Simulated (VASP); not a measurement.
# TlCl (Pm-3m) in VASP: G0W0 quasiparticle levels with PBE

Aim: the G0W0 quasiparticle levels of TlCl with PBE.

Program: VASP 6.6.1. These are calculated values, not measurements. Logs are shortened: lines on timing, memory, paths and dates and some standing lists are left out, and cuts for length are marked.

## (1) The cell of the first run

It takes space group Pm-3m (No. 221, cubic). Conventional cell: a = 3.746 Å, b = 3.746 Å, c = 3.746 Å, α = 90.00°, β = 90.00°, γ = 90.00°. Tl (site symmetry m-3m) has 8 Cl at 3.24 Å and 6 Tl at 3.75 Å within 4.3 Å. Cl (site symmetry m-3m) has 8 Tl at 3.24 Å and 6 Cl at 3.75 Å within 4.3 Å.

## (2) G0W0 quasiparticle levels, PBE

Contents of POSCAR:

```
TlCl
1.0
    3.7462142609      0.0000000000      0.0000000000
    0.0000000000      3.7462142609      0.0000000000
    0.0000000000      0.0000000000      3.7462142609
Tl Cl
1 1
Direct
    0.0000000000      0.0000000000      0.0000000000
    0.5000000000      0.5000000000      0.5000000000
```

Contents of INCAR.step1:

```
SYSTEM = TlCl
ALGO = Normal ; EDIFF = 1E-8
ENCUT = 500 ; GGA = PE
ISMEAR = 0 ; LASPH = .True.
LCHARG = .False. ; LREAL = .False.
LWAVE = .True. ; NELM = 60
PREC = Accurate ; SIGMA = 0.01
```

Contents of INCAR.step2:

```
SYSTEM = TlCl
ALGO = Exact ; EDIFF = 1E-8
ENCUT = 500 ; GGA = PE
ISMEAR = 0 ; ISTART = 1
LASPH = .True. ; LCHARG = .False.
LOPTICS = .True. ; LREAL = .False.
LWAVE = .True. ; NBANDS = 230
NELM = 1 ; PREC = Accurate
SIGMA = 0.01
```

Contents of INCAR.step3:

```
SYSTEM = TlCl
ALGO = EVGW0 ; EDIFF = 1E-8
ENCUT = 500 ; ENCUTGW = 150.0
GGA = PE ; ISMEAR = 0
ISTART = 1 ; LASPH = .True.
LCHARG = .False. ; LREAL = .False.
LWAVE = .False. ; NBANDS = 230
NBANDSGW = 19 ; NELMGW = 1
NOMEGA = 96 ; OMEGAMAX = 20
PREC = Accurate ; PRECFOCK = Fast
SIGMA = 0.01
```

Contents of KPOINTS:

```
k-points
0
Gamma
  4 4 4
  0 0 0
```

Potentials or basis: VASP PAW PBE potentials, release 64 (Tl_d_GW, Cl_GW).

Run with:

```sh
$ cat potpaw_PBE.64/Tl_d_GW/POTCAR potpaw_PBE.64/Cl_GW/POTCAR > POTCAR
$ cp INCAR.step1 INCAR
$ mpirun -np 1 vasp_std > vasp.out
$ cp INCAR.step2 INCAR
$ mpirun -np 1 vasp_std > vasp.out
$ cp INCAR.step3 INCAR
$ mpirun -np 1 vasp_std > vasp.out
```

OUTCAR:

```text
SYSTEM = TlCl
   EDIFF = 1E-8
   ENCUT = 500
   ENCUTGW = 150.0
   GGA = PE
   ISMEAR = 0
   ISTART = 1
   LASPH = .True.
   LREAL = .False.
   NELMGW = 1
   PREC = Accurate
   PRECFOCK = Fast

 ion  position               nearest neighbor table
   1  0.000  0.000  0.000-
   2  0.500  0.500  0.500-

  LATTYP: Found a simple cubic cell.
 ALAT       =     3.7462142609

  Lattice vectors:

 A1 = (   3.7462142609,   0.0000000000,   0.0000000000)
 A2 = (   0.0000000000,   3.7462142609,   0.0000000000)
 A3 = (   0.0000000000,   0.0000000000,   3.7462142609)

Analysis of symmetry for initial positions (statically):
=====================================================================
 Subroutine PRICEL returns:
 Original cell was already a primitive cell.

 Routine SETGRP: Setting up the symmetry group for a
 simple cubic supercell.

 Subroutine GETGRP returns: Found 48 space group operations
 (whereof 48 operations were pure point group operations)
 out of a pool of 48 trial point group operations.

The static configuration has the point symmetry O_h .

Analysis of symmetry for dynamics (positions and initial velocities):
=====================================================================
 Subroutine PRICEL returns:
 Original cell was already a primitive cell.

 Routine SETGRP: Setting up the symmetry group for a
 simple cubic supercell.

 Subroutine GETGRP returns: Found 48 space group operations
 (whereof 48 operations were pure point group operations)
 out of a pool of 48 trial point group operations.

The dynamic configuration has the point symmetry O_h .

 Subroutine INISYM returns: Found 48 space group operations
 (whereof 48 operations are pure point group operations),
 and found     1 'primitive' translations

----------------------------------------------------------------------------------------

                                     Primitive cell

  volume of cell :      52.5748

  direct lattice vectors                    reciprocal lattice vectors
     3.746214261  0.000000000  0.000000000     0.266936147  0.000000000  0.000000000
     0.000000000  3.746214261  0.000000000     0.000000000  0.266936147  0.000000000
     0.000000000  0.000000000  3.746214261     0.000000000  0.000000000  0.266936147

  length of vectors
     3.746214261  3.746214261  3.746214261     0.266936147  0.266936147  0.266936147

  position of ions in fractional coordinates (direct lattice)
     0.000000000  0.000000000  0.000000000
     0.500000000  0.500000000  0.500000000

  ion indices of the primitive-cell ions
   primitive index   ion index
                 1           1
                 2           2

----------------------------------------------------------------------------------------

 KPOINTS: k-points

Automatic generation of k-mesh.
 Grid dimensions read from file:
 generate k-points for:    4    4    4

 Generating k-lattice:

  Cartesian coordinates                     Fractional coordinates (reciprocal lattice)
     0.066734037  0.000000000  0.000000000     0.250000000  0.000000000  0.000000000
     0.000000000  0.066734037  0.000000000     0.000000000  0.250000000  0.000000000
     0.000000000  0.000000000  0.066734037     0.000000000  0.000000000  0.250000000

  Length of vectors
     0.066734037  0.066734037  0.066734037

  Shift w.r.t. Gamma in fractional coordinates (k-lattice)
     0.000000000  0.000000000  0.000000000

 Subroutine IBZKPT returns following result:
 ===========================================

 Found     10 irreducible k-points:

 Following reciprocal coordinates:
            Coordinates               Weight
  0.000000  0.000000  0.000000      1.000000
  0.250000  0.000000  0.000000      6.000000
  0.500000  0.000000  0.000000      3.000000
  0.250000  0.250000  0.000000     12.000000
  0.500000  0.250000  0.000000     12.000000
  0.500000  0.500000  0.000000      3.000000
  0.250000  0.250000  0.250000      8.000000
  0.500000  0.250000  0.250000     12.000000
  0.500000  0.500000  0.250000      6.000000
  0.500000  0.500000  0.500000      1.000000
   k-points           NKPTS =     10   k-points in BZ     NKDIM =     64   number of bands    NBANDS=    230
   number of dos      NEDOS =    301   number of ions     NIONS =      2
   total plane-waves  NPLWV =  21952
   dimension x,y,z NGX =    28 NGY =   28 NGZ =   28
   dimension x,y,z NGXF=    56 NGYF=   56 NGZF=   56
   ions per type =               1   1
   NGX,Y,Z   is equivalent  to a cutoff of  12.43, 12.43, 12.43 a.u.
   NGXF,Y,Z  is equivalent  to a cutoff of  24.85, 24.85, 24.85 a.u.
 SYSTEM =  TlCl
   PREC   = accura    normal or accurate (medium, high low for compatibility)
   ISTART =      1    job   : 0-new  1-cont  2-samecut
   ICHARG =      0    charge: 1-file 2-atom 10-const
   ISPIN  =      1    spin polarized calculation?
   LNONCOLLINEAR =      F non collinear calculations
   LSORBIT =      F    spin-orbit coupling
   LASPH  =      T    aspherical Exc in radial PAW
   ENCUT  =  500.0 eV  36.75 Ry    6.06 a.u.   6.83  6.83  6.83*2*pi/ulx,y,z
   NELM   =     60;   NELMIN=  2; NELMDL=  0     # of ELM steps
   EDIFF  = 0.1E-07   stopping-criterion for ELM
   LREAL  =      F    real-space projection
   EDIFFG = 0.1E-06   stopping-criterion for IOM
   NSW    =      0    number of steps for IOM
   IBRION =     -1    ionic relax: 0-MD 1-quasi-New 2-CG
   NFREE  =      0    steps in history (QN), initial steepest desc. (CG)
   ISIF   =      0    stress and relaxation
   ISYM   =      3    0-nonsym 1-usesym 2-fastsym
   POTIM  = 0.5000    time-step for ionic-motion
   TEBEG  =    0.0;   TEEND  =   0.0 temperature during run
   PSTRESS=    0.0 pullay stress
   NELECT =      22.0000    total number of electrons
   NUPDOWN=      -1.0000    fix difference up-down
   EMIN   =  10.00;   EMAX   =-10.00  energy-range for DOS
   EFERMI =   0.00;   METHOD = LEGACY
   ISMEAR =     0;   SIGMA  =   0.01  broadening in eV -4-tet -1-fermi 0-gaus
   EFERMI_NEDOS =   21; number of points for ismear=-14 and -15
   IALGO  =     38    algorithm
   IMIX   =      4    mixing-type and parameters
     AMIX     =   0.40;   BMIX     =  1.00
     AMIX_MAG =   1.60;   BMIX_MAG =  1.00
  volume/ion in A,a.u.               =      26.29       177.40
  Fermi-wavevector in a.u.,A,eV,Ry     =   1.224493  2.313957 20.400359  1.499384
  Thomas-Fermi vector in A             =   2.359566
   LORBIT       =      0    0 simple, 1 ext, 2 COOP (PROOUT), +10 PAW based schemes
   GGA     = PE    functional components
   LHFCALC =     T    Hartree Fock is set to
   PRECFOCK=fast      Normal, Fast or Accurate (Low or Medium for compatibility)
   ENCUT4O =  -1.0   cutoff for four orbital integrals eV
   NKREDX  =     1    reduce k-point grid by
   NKREDY  =     1    reduce k-point grid by
   NKREDZ  =     1    reduce k-point grid by
   AEXX    =    1.0000 exact exchange contribution
   HFSCREEN=    0.0000 screening length (either q_TF or 0.3 A-1)
   HFSCREENC=   0.0000 screening length for correlation (either q_TF or 0.3 A-1)
   ENCUTFOCK=  -1.0 apply spherical cutoff to Coloumb kernel
   IVDW    =     0    specifies the selected vdW correction
   LEPSILON=     F    determine dielectric tensor
   LRPA    =     F    only Hartree local field effects (RPA)
   LRPAFORCE           =     F    calculate RPA forces
   ENCUTGW             = 150.0    cutoff for response function in eV
   ENCUTGWSOFT         = 120.0    soft cutoff for Coulomb kernel in GW response function in eV
   ENCUTLF             =  -1.0    cutoff for local field effects
   NELMGW              =     1    number of iterations in solving QP/BSE equation
   NELMHF              =     1    number of iterations in the inner HF iteration
   NKREDLFX            =     1    NKREDLFY  =   1   NKREDLFZ  =   1
 non-spin polarized calculation
 Gauss-broadening in eV      SIGMA  =   0.01
  energy-cutoff  :      500.00
  volume of cell :       52.57
 maximum number of plane-waves:      1357
 NGX is ok and might be reduce to    28
  NGX = 16; NGY = 16; NGZ = 16
   NGX = 13   NGY = 13   NGZ = 13
 maximum number of plane-waves:       228

 QP shifts <psi_nk| G(iteration)W_0 |psi_nk>: iteration 1
 for sc-GW calculations column KS-energies equals QP-energies in previous step
 and V_xc(KS)=  KS-energies - (<T + V_ion + V_H > + <T+V_H+V_ion>^1  + <V_x>^1)

 k-point   1 :       0.0000    0.0000    0.0000
  band No.  KS-energies  QP-energies   sigma(KS)   V_xc(KS)     V^pw_x(r,r')   Z            occupation Imag(sigma)

      1    -123.6987    -135.0398     -27.2870     -11.8260     -34.7122       0.7335       2.0000       0.4544
      2     -12.6472     -13.0456     -15.3598     -14.7314     -23.9196       0.6341       2.0000       1.1474
      3      -8.5234     -11.1520     -19.6422     -16.1228     -23.6118       0.7469       2.0000       0.1166
      4      -8.5234     -11.1520     -19.6422     -16.1228     -23.6118       0.7469       2.0000       0.1166
      5      -8.2249     -10.8982     -19.9932     -16.4601     -23.9825       0.7566       2.0000       0.1195
      6      -8.2249     -10.8982     -19.9932     -16.4601     -23.9825       0.7566       2.0000       0.1195
[... 11 lines left out ...]
     18      15.5018      16.2368     -10.5161     -11.4738      -5.0979       0.7675       0.0000      -0.3877
     19      15.5018      16.2368     -10.5161     -11.4738      -5.0979       0.7675       0.0000      -0.3877

 k-point   2 :       0.2500    0.0000    0.0000
  band No.  KS-energies  QP-energies   sigma(KS)   V_xc(KS)     V^pw_x(r,r')   Z            occupation Imag(sigma)

      1    -123.6985    -135.1001     -27.2870     -11.8249     -34.7121       0.7374       2.0000       0.4541
      2     -12.4961     -12.8890     -15.5475     -14.9164     -24.0724       0.6226       2.0000       1.0864
      3      -8.5138     -11.1456     -19.6617     -16.1399     -23.6303       0.7473       2.0000       0.1161
      4      -8.4203     -11.0546     -19.7107     -16.2002     -23.6759       0.7504       2.0000       0.1242
      5      -8.2776     -10.9341     -19.9119     -16.3892     -23.9201       0.7541       2.0000       0.1307
      6      -8.2776     -10.9341     -19.9119     -16.3892     -23.9201       0.7541       2.0000       0.1307
[... 11 lines left out ...]
     18      15.4386      16.1766     -10.4274     -11.3882      -5.0134       0.7682       0.0000      -0.3396
     19      15.7112      16.2754      -9.7939     -10.5069      -4.3259       0.7913       0.0000      -0.4953

 k-point   3 :       0.5000    0.0000    0.0000
  band No.  KS-energies  QP-energies   sigma(KS)   V_xc(KS)     V^pw_x(r,r')   Z            occupation Imag(sigma)

      1    -123.6984    -135.1032     -27.2870     -11.8249     -34.7121       0.7376       2.0000       0.4537
      2     -12.3321     -12.7075     -15.7539     -15.1375     -24.2597       0.6090       2.0000       1.0267
      3      -8.5042     -11.1420     -19.6814     -16.1572     -23.6489       0.7485       2.0000       0.1160
      4      -8.3288     -10.9625     -19.7945     -16.2890     -23.8014       0.7513       2.0000       0.1409
      5      -8.3288     -10.9625     -19.7945     -16.2890     -23.8014       0.7513       2.0000       0.1409
      6      -8.3288     -10.9625     -19.7945     -16.2890     -23.8014       0.7513       2.0000       0.1409
[... 11 lines left out ...]
     18      16.0145      16.3400      -9.6355     -10.0434      -4.0315       0.7982       0.0000      -0.6365
     19      16.6624      17.3245     -10.4192     -11.3072      -4.6876       0.7456       0.0000      -0.4398

 k-point   4 :       0.2500    0.2500    0.0000
  band No.  KS-energies  QP-energies   sigma(KS)   V_xc(KS)     V^pw_x(r,r')   Z            occupation Imag(sigma)
[... 110 lines left out ...]
     18      17.0841      17.5058      -8.8919      -9.4404      -3.3771       0.7688       0.0000      -0.4980
     19      17.3301      18.1002     -10.7670     -11.8028      -4.8964       0.7435       0.0000      -0.4994

 k-point   9 :       0.5000    0.5000    0.2500
  band No.  KS-energies  QP-energies   sigma(KS)   V_xc(KS)     V^pw_x(r,r')   Z            occupation Imag(sigma)

      1    -123.6984    -135.0888     -27.2871     -11.8251     -34.7121       0.7367       2.0000       0.4536
      2     -12.0889     -12.4912     -16.0567     -15.4024     -24.4375       0.6148       2.0000       0.9509
      3      -8.3829     -11.0175     -19.7351     -16.2307     -23.7702       0.7518       2.0000       0.1510
      4      -8.3829     -11.0175     -19.7351     -16.2307     -23.7702       0.7518       2.0000       0.1510
      5      -8.3479     -10.9420     -19.7458     -16.2867     -23.8124       0.7500       2.0000       0.1549
      6      -8.2712     -10.9273     -19.9084     -16.3892     -23.8520       0.7548       2.0000       0.1165
[... 11 lines left out ...]
     18      17.8075      18.7371     -10.9885     -12.1907      -5.1131       0.7732       0.0000      -0.6637
     19      17.8909      18.6749     -11.3742     -12.4072      -5.1688       0.7590       0.0000      -0.6332

 k-point  10 :       0.5000    0.5000    0.5000
  band No.  KS-energies  QP-energies   sigma(KS)   V_xc(KS)     V^pw_x(r,r')   Z            occupation Imag(sigma)

      1    -123.6983    -135.1599     -27.2871     -11.8245     -34.7120       0.7412       2.0000       0.4537
      2     -11.9624     -12.3335     -16.1469     -15.5365     -24.5351       0.6079       2.0000       0.9336
      3      -8.4628     -11.0841     -19.5946     -16.1088     -23.6639       0.7520       2.0000       0.1770
      4      -8.4628     -11.0841     -19.5946     -16.1088     -23.6639       0.7520       2.0000       0.1770
      5      -8.4628     -11.0841     -19.5946     -16.1088     -23.6639       0.7520       2.0000       0.1770
      6      -8.1347     -10.8085     -20.0812     -16.5582     -24.0153       0.7589       2.0000       0.1164
[... 11 lines left out ...]
     18      18.0939      18.9124     -11.5626     -12.6525      -5.2986       0.7510       0.0000      -0.6734
     19      18.0939      18.9124     -11.5626     -12.6525      -5.2986       0.7510       0.0000      -0.6734
```

Run time: 6.5 min. Hardware: 1 thread of AMD EPYC 9R45 (Zen 5), shared host; peak memory 0.65 GiB.

What came out:

```yaml
Quasiparticle_gap: 2.93 eV
Least_direct_quasiparticle_gap: 2.93 eV
Band_gap_of_the_starting_levels_on_the_mesh: 1.89 eV
Least_direct_gap_of_the_starting_levels_on_the_mesh: 1.89 eV
```

Caveat: the k points lie up to 0.42 Å⁻¹ apart; bands, screening cutoff and mesh are small and nothing is extrapolated, so the quasiparticle values aren't converged; spin-orbit coupling is left out, which moves the levels of the heavy elements.
